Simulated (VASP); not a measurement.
Input of a VASP 6.6.1 run:

Contents of INCAR:

```
  ALGO = Fast
  EDIFF = 1E-6
  ENCUT = 520
  GGA = PS
  ISIF = 2
  ISMEAR = 0
  LASPH = T
  LCHARG = T
  LELF = T
  LREAL = F
  LVHAR = T
  LWAVE = F
  NBANDS = 18
  NELM = 100
  PREC = Accurate
  SIGMA = 0.15
```

File KPOINTS:

```
k-points
0
Gamma
  24 24 14
```

POSCAR

```
Ag
1.0
    2.9817451752      0.0000000000      0.0000000000
   -1.4908725876      2.5822670693      0.0000000000
    0.0000000000      0.0000000000      4.8783435261
Ag
2
Direct
    0.3333333333      0.6666666667      0.2500000000
    0.6666666667      0.3333333333      0.7500000000
```

Potentials or basis: VASP PAW PBE potentials, release 64 (Ag).

Launch:

```bash
$ cat potpaw_PBE.64/Ag/POTCAR > POTCAR
$ mpirun -np 1 vasp_std > vasp.out
```

(1) What does it give for the band gap on the k mesh?

(2) What does it give for the pressure?

Results:

(1) zero (bands 11 and 12 overlap by 7.09 eV).

(2) -9.9 GPa.

Caveat: the cell differs from its parent crystal (strain +0.040 along x and y, +0.040 along z); the cell stands under tension; the PAW data sets were made with another functional, which shifts forces and pressure a little.
